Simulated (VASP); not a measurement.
AlN: single point with PBE

AlN:

```
CELL_PARAMETERS angstrom
-0.10683 1.96369 1.96369
1.92808 -0.07122 1.92808
2.03491 2.03491 -0.17805
ATOMIC_POSITIONS crystal
Al 0.50000 0.50000 0.50000
N 0.00000 0.00000 0.00000
```

This cell differs from its parent crystal: engineering shear strain xz -0.1050, engineering shear strain yz -0.0700.

```json
{"Program": "VASP 6.6.1", "Task": "single point", "Functional": "PBE", "Potentials or basis": "VASP PAW PBE potentials, release 64 (Al, N)", "Cutoff": "520 eV", "k mesh": "10 × 10 × 10", "Occupations": "gaussian, width 0.05 eV", "Spin": "no spin polarisation", "Dipole correction": "no", "Further INCAR settings": "ALGO = Normal; EDIFF = 1e-06; NBANDS = 11"}
```

The pressure is 1.9 GPa and the band gap on the k mesh is 2.28 eV, indirect (least direct gap 4.01 eV).

Stress tensor (GPa, compression positive):
```
 2.04 -3.17 32.27
-3.17 -0.57 21.20
32.27 21.20  4.13
```

Levels at points of the mesh, in eV from the valence-band top:
```csv
k point,band 1,band 2,band 3,band 4,band 5,band 6,band 7,band 8,band 9
"(0.00, 0.00, 0.00)",-18.27,-1.73,-0.81,0.00,4.01,9.77,11.24,13.55,15.55
"(0.50, 0.00, 0.00)",-15.14,-9.19,-2.25,-1.19,4.99,9.99,11.25,11.55,15.16
"(0.00, 0.50, 0.00)",-14.95,-8.93,-2.43,-1.49,4.57,9.36,10.76,11.95,14.77
"(0.50, 0.50, 0.00)",-14.02,-8.10,-3.62,-3.54,3.61,4.47,12.07,15.75,16.89
"(0.00, 0.00, 0.50)",-15.47,-9.70,-1.58,-0.94,6.21,10.95,11.14,12.04,16.05
"(0.50, 0.00, 0.50)",-14.10,-8.14,-4.63,-2.45,2.28,5.88,12.61,15.81,16.78
"(0.00, 0.50, 0.50)",-14.06,-8.12,-4.29,-2.84,2.81,5.30,12.28,15.98,16.66
"(0.50, 0.50, 0.50)",-14.57,-8.43,-2.73,-2.17,3.88,8.52,9.05,12.69,14.14
```

It took 27 s on 1 thread of Intel(R) Xeon(R) Platinum 8559C (Emerald Rapids), with other jobs on the host, peak memory 0.2 GiB.

Caveat: the cell differs from its parent crystal (engineering shear strain xz -0.1050, engineering shear strain yz -0.0700). A k mesh can miss the band edges.
